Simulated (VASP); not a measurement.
Write the native input for VASP 6.6.1 that does the following.

```yaml
Task: single point
Functional: PBE
Potentials_or_basis: VASP PAW PBE potentials, release 64 (Ti_sv, Al)
Cutoff: 520 eV
k_mesh: 16 × 16 × 16
Occupations: gaussian, width 0.1 eV
Spin: no spin polarisation
Dipole_correction: no
Further_INCAR_settings: ALGO = Normal; EDIFF = 1e-06; NBANDS = 18
```

The structure of TiAl3 lies in POSCAR:

```
TiAl3
1.0
   -1.9111067713      1.9111067713      4.2806687947
    1.9111067713     -1.9111067713      4.2806687947
    1.9111067713      1.9111067713     -4.2806687947
Ti Al
1 3
Direct
    0.0000000000      0.0000000000      0.0000000000
    0.5000000000      0.5000000000      0.0000000000
    0.7500000000      0.2500000000      0.5000000000
    0.2500000000      0.7500000000      0.5000000000
```

These files were run (other wordings do the same):

INCAR

```
PREC = Accurate
ENCUT = 520
EDIFF = 1E-6
ISMEAR = 0
SIGMA = 0.1
LREAL = False
LASPH = True
NELM = 100
ALGO = Normal
ISIF = 2
LWAVE = False
LCHARG = True
GGA = PE
LELF = True
LVHAR = True
NBANDS = 18
```

KPOINTS

```
Automatic mesh
0
Gamma
  16 16 16
```

Potentials or basis: VASP PAW PBE potentials, release 64 (Ti_sv, Al).

Command:

```sh
$ cat potpaw_PBE.64/Ti_sv/POTCAR potpaw_PBE.64/Al/POTCAR > POTCAR
$ mpirun -np 1 vasp_std > vasp.out
```

It gave:

| Item | Value |
| --- | --- |
| Pressure | 2.0 GPa |

Run time: 7.2 min on 1 thread of Intel(R) Xeon(R) Platinum 8259CL CPU @ 2.50GHz (Skylake/Cascade Lake) (shared host), peak memory 0.51 GiB.
